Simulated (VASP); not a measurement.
Set up this calculation in VASP 6.6.1, as the native input.

```yaml
Task: relaxation of cell and atoms
Functional: PBE
Potentials_or_basis: VASP PAW PBE potentials, release 64 (Ge_d)
Cutoff: 600 eV
k_mesh: 12 × 12 × 12
Occupations: fermi-dirac, width 0.05 eV
Spin: no spin polarisation
Target_pressure: 24 GPa
Dipole_correction: no
Further_INCAR_settings: ALGO = Normal; EDIFF = 1e-07; IBRION = 2; EDIFFG = -0.005; NSW = 60; ISIF = 3
```

The structure of Ge lies in POSCAR:

```
Ge
1.0
    0.0000000000      2.6085406237      2.6085406237
    2.6085406237      0.0000000000      2.6085406237
    2.6085406237      2.6085406237      0.0000000000
Ge
2
Direct
   -0.1250000000     -0.1250000000     -0.1250000000
    0.1250000000      0.1250000000      0.1250000000
```

One way to write it, as run:

INCAR

```
SYSTEM = Ge
PREC = Accurate
ENCUT = 600
EDIFF = 1E-7
ISMEAR = -1
SIGMA = 0.05
LREAL = .FALSE.
LASPH = .TRUE.
NELM = 60
ALGO = Normal
ISIF = 3
LWAVE = .FALSE.
LCHARG = .FALSE.
GGA = PE
IBRION = 2
NSW = 60
EDIFFG = -0.005
PSTRESS = 240.0
```

KPOINTS

```
regular mesh
0
G
  12 12 12
  0 0 0
```

Potentials or basis: VASP PAW PBE potentials, release 64 (Ge_d).

Launch:

```console
$ cat potpaw_PBE.64/Ge_d/POTCAR > POTCAR
$ mpirun -np 1 vasp_std > vasp.out
```

Results of the run:

- Relaxed volume: 18.93 Å³/atom
- Relaxed cell: a = 3.769 Å, b = 3.769 Å, c = 3.769 Å, α = 60.00°, β = 60.00°, γ = 60.00°
- Space group after relaxing (to 0.1 Å): Fd-3m (No. 227)
- Energy change on relaxing (the run minimises the enthalpy): -215.9 meV/atom
- Ionic steps: 4
- Pressure after relaxing: 24.0 GPa
- Band gap on the k mesh: 0.27 eV (least direct gap 1.78 eV)

Caveat: the cell is relaxed towards a set pressure, so the run minimises the enthalpy, not the energy.

Wall time 2.8 min on 1 thread of Intel(R) Xeon(R) Platinum 8259CL CPU @ 2.50GHz (Skylake/Cascade Lake) (shared host), peak memory 0.2 GiB.
